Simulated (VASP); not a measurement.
# GaAs (P4_2/mmc) in VASP: further runs, part 2 of 2

VASP 6.6.1. Earlier steps stand in the parts before.

### Step 4. Single point, PBE

This run uses another cell than the first one, of 25.53 Å³/atom, 1.054 times its volume.

The input, INCAR:

```
PREC = Accurate ; ENCUT = 520
EDIFF = 1E-6 ; ISMEAR = 0
SIGMA = 0.1 ; LREAL = False
LASPH = True ; NELM = 100
ALGO = Normal ; ISIF = 2
LWAVE = False ; LCHARG = False
GGA = PE ; NBANDS = 26
```

The input, KPOINTS:

```
Automatic mesh
0
Gamma
  4 4 4
```

The input, POSCAR:

```
GaAs
1.0
    4.1641325600      0.0000000000      0.0000000000
    0.0000000000      4.1641325600      0.0000000000
    0.0000000000      0.0000000000      5.8889727500
Ga As
2 2
Direct
    0.5000000000      0.5000000000      0.2500000000
    0.5000000000      0.5000000000      0.7500000000
    0.0000000000      0.5000000000      0.0000000000
    0.5000000000      0.0000000000      0.5000000000
```

Potentials or basis: VASP PAW PBE potentials, release 64 (Ga_d, As).

Command:

```
$ cat potpaw_PBE.64/Ga_d/POTCAR potpaw_PBE.64/As/POTCAR > POTCAR
$ mpirun -np 1 vasp_std > vasp.out
```

OUTCAR:

```text
PREC = Accurate
   ENCUT = 520
   EDIFF = 1E-6
   ISMEAR = 0
   LREAL = False
   LASPH = True
   NELM = 100
   ISIF = 2
   GGA = PE

 ion  position               nearest neighbor table
   1  0.500  0.500  0.250-   3 2.55   4 2.55   4 2.55   3 2.55
   2  0.500  0.500  0.750-   3 2.55   4 2.55   4 2.55   3 2.55
   3  0.000  0.500  0.000-   1 2.55   2 2.55   1 2.55   2 2.55
   4  0.500  0.000  0.500-   1 2.55   2 2.55   1 2.55   2 2.55

  LATTYP: Found a simple tetragonal cell.
 ALAT       =     4.1641325600
 C/A-ratio  =     1.4142135643

  Lattice vectors:

 A1 = (   4.1641325600,   0.0000000000,   0.0000000000)
 A2 = (   0.0000000000,   4.1641325600,   0.0000000000)
 A3 = (   0.0000000000,   0.0000000000,   5.8889727500)

Analysis of symmetry for initial positions (statically):
=====================================================================
 Subroutine PRICEL returns:
 Original cell was already a primitive cell.

 Routine SETGRP: Setting up the symmetry group for a
 simple tetragonal supercell.

 Subroutine GETGRP returns: Found 16 space group operations
 (whereof  8 operations were pure point group operations)
 out of a pool of 16 trial point group operations.

The static configuration has the point symmetry D_2h.
 The point group associated with its full space group is D_4h.

Analysis of symmetry for dynamics (positions and initial velocities):
=====================================================================
 Subroutine PRICEL returns:
 Original cell was already a primitive cell.

 Routine SETGRP: Setting up the symmetry group for a
 simple tetragonal supercell.

 Subroutine GETGRP returns: Found 16 space group operations
 (whereof  8 operations were pure point group operations)
 out of a pool of 16 trial point group operations.
[... 113 lines left out ...]
   EFERMI =   0.00;   METHOD = LEGACY
   ISMEAR =     0;   SIGMA  =   0.10  broadening in eV -4-tet -1-fermi 0-gaus
   EFERMI_NEDOS =   21; number of points for ismear=-14 and -15
   IALGO  =     38    algorithm
   IMIX   =      4    mixing-type and parameters
     AMIX     =   0.40;   BMIX     =  1.00
     AMIX_MAG =   1.60;   BMIX_MAG =  1.00
  volume/ion in A,a.u.               =      25.53       172.28
  Fermi-wavevector in a.u.,A,eV,Ry     =   1.156501  2.185471 18.197727  1.337495
  Thomas-Fermi vector in A             =   2.293121
   LORBIT       =      0    0 simple, 1 ext, 2 COOP (PROOUT), +10 PAW based schemes
   GGA     = PE    functional components
   LHFCALC =     F    Hartree Fock is set to
   AEXX    =    0.0000 exact exchange contribution
   IVDW    =     0    specifies the selected vdW correction
   LEPSILON=     F    determine dielectric tensor
   LRPA    =     F    only Hartree local field effects (RPA)
 non-spin polarized calculation
 Gauss-broadening in eV      SIGMA  =   0.10
  energy-cutoff  :      520.00
  volume of cell :      102.11
 maximum number of plane-waves:      2768
 NGX is ok and might be reduce to    32
   NGX = 15   NGY = 15   NGZ = 21

 number of electron      35.9999976 magnetization

 Free energy of the ion-electron system (eV)
  ---------------------------------------------------
  ext. energy  EPLUGINS =         0.00000000
  ---------------------------------------------------
  free energy    TOTEN  =       -14.13589208 eV

  energy without entropy =      -14.12225424  energy(sigma->0) =      -14.12907316

 E-fermi :   2.6815     XC(G=0):  -9.1035

 val. band max:        2.6674586572   @ k =   0.5000   0.0000   0.0000
 cond. band min:       2.7623818290   @ k =   0.5000   0.0000   0.5000
 fundamental gap:      0.0949231717
 Fermi energy:         2.6815270533

 k-point     1 :       0.0000    0.0000    0.0000
  band No.  band energies     occupation
      1     -12.1607      2.00000
      2     -12.1058      2.00000
      3     -12.1058      2.00000
      4     -12.0965      2.00000
      5     -12.0146      2.00000
      6     -11.9649      2.00000
[... 511 lines left out ...]
     25      10.7760      0.00000
     26      10.7762      0.00000

------------------------ aborting loop because EDIFF is reached ----------------------------------------

  FORCE on cell =-STRESS in cart. coord.  units (eV):
  Direction    XX          YY          ZZ          XY          YZ          ZX
  --------------------------------------------------------------------------------------
  -------------------------------------------------------------------------------------
  Total       -0.3239652     -0.3239652      3.0276157      0.0000000      0.0000000      0.0000000
  in kB       -5.0830030     -5.0830030     47.5031808      0.0000000      0.0000000      0.0000000
  external PRESSURE =      12.4457250 kB  Pullay stress =       0.0000000 kB

 VOLUME and BASIS-vectors are now :
 -----------------------------------------------------------------------------
  energy-cutoff  :      520.00
  volume of cell :      102.11
      direct lattice vectors                 reciprocal lattice vectors
     4.164132560  0.000000000  0.000000000     0.240146053  0.000000000  0.000000000
     0.000000000  4.164132560  0.000000000     0.000000000  0.240146053  0.000000000
     0.000000000  0.000000000  5.888972750     0.000000000  0.000000000  0.169808903

 POSITION                                       TOTAL-FORCE (eV/Angst)
 -----------------------------------------------------------------------------------
      2.08207      2.08207      1.47224         0.000000      0.000000      0.000000
      2.08207      2.08207      4.41673         0.000000      0.000000     -0.000000
      0.00000      2.08207      0.00000         0.000000      0.000000      0.000000
      2.08207      0.00000      2.94449         0.000000      0.000000      0.000000
 -----------------------------------------------------------------------------------
    total drift:                                0.000000     -0.000000     -0.000000

  FREE ENERGIE OF THE ION-ELECTRON SYSTEM (eV)
  ---------------------------------------------------
  free  energy   TOTEN  =       -14.1358920792 eV

  energy  without entropy=      -14.1222542422  energy(sigma->0) =      -14.12907316
```

OSZICAR:

```text
N       E                     dE             d eps       ncg     rms          rms(c)
DAV:   1     0.243930027354E+03    0.24393E+03   -0.17149E+04   960   0.187E+03
DAV:   2     0.153060480583E+02   -0.22862E+03   -0.22072E+03  1016   0.424E+02
DAV:   3    -0.133208192025E+02   -0.28627E+02   -0.28196E+02  1172   0.121E+02
DAV:   4    -0.142932268565E+02   -0.97241E+00   -0.96899E+00  1082   0.231E+01
DAV:   5    -0.143134212579E+02   -0.20194E-01   -0.20183E-01  1194   0.320E+00    0.321E+00
DAV:   6    -0.141448017041E+02    0.16862E+00   -0.38416E-01  1388   0.820E+00    0.185E+00
DAV:   7    -0.141348666540E+02    0.99351E-02   -0.80955E-02  1136   0.137E+00    0.775E-01
DAV:   8    -0.141354024171E+02   -0.53576E-03   -0.12167E-02  1036   0.104E+00    0.116E-01
DAV:   9    -0.141357926274E+02   -0.39021E-03   -0.21087E-03  1214   0.612E-01    0.611E-02
DAV:  10    -0.141358412292E+02   -0.48602E-04   -0.25016E-04  1142   0.151E-01    0.234E-02
DAV:  11    -0.141358949226E+02   -0.53693E-04   -0.12743E-04  1060   0.946E-02    0.871E-03
DAV:  12    -0.141358928545E+02    0.20681E-05   -0.14320E-05  1090   0.350E-02    0.456E-03
DAV:  13    -0.141358920792E+02    0.77531E-06   -0.55213E-06   980   0.173E-02
   1 F= -.14135892E+02 E0= -.14129073E+02  d E =-.136378E-01
```

stdout:

```text
POSCAR found type information on POSCAR GaAs
 POSCAR found :  2 types and       4 ions
 scaLAPACK will be used
 LDA part: xc-table for (Slater+PW92), standard interpolation
 POSCAR, INCAR and KPOINTS ok, starting setup
 FFT: planning ... GRIDC
 FFT: planning ... GRID_SOFT
 FFT: planning ... GRID
 WAVECAR not read
 entering main loop
```

It took 45 s on 1 thread of Intel Xeon Platinum 8375C at 2.90GHz (Ice Lake), shared host; peak memory 0.22 GiB.

Results:

- Free energy: -14.1359 eV
- Pressure: 1.2 GPa
- Band gap on the k mesh: zero (band 18 reaches 3.04 eV, above the bottom of band 19 at 2.23 eV)

Caveat: the k points lie up to 0.38 Å⁻¹ apart.

### Step 5. Overview

```tsv
task	cell	k mesh	cutoff (eV)	gap on the mesh (eV)	pressure (GPa)
single point	a = 3.754, b = 3.754, c = 6.873 Å, 4 atoms	12 × 12 × 8	520	none	0.2
relaxation of cell and atoms	relaxed from a = 4.164, b = 4.164, c = 5.889 Å, 4 atoms	12 × 12 × 8	600	none	0.0
single point	a = 4.164, b = 4.164, c = 5.889 Å, 4 atoms	4 × 4 × 4	520	none	1.2
```

Alike in all rows: level PBE; potentials or basis VASP PAW PBE potentials, release 64 (Ga_d, As); no spin polarisation; smearing gaussian 0.1 eV.

Caveats: some runs use coarse meshes.

Absolute energies hang on the potentials; compare differences alone.
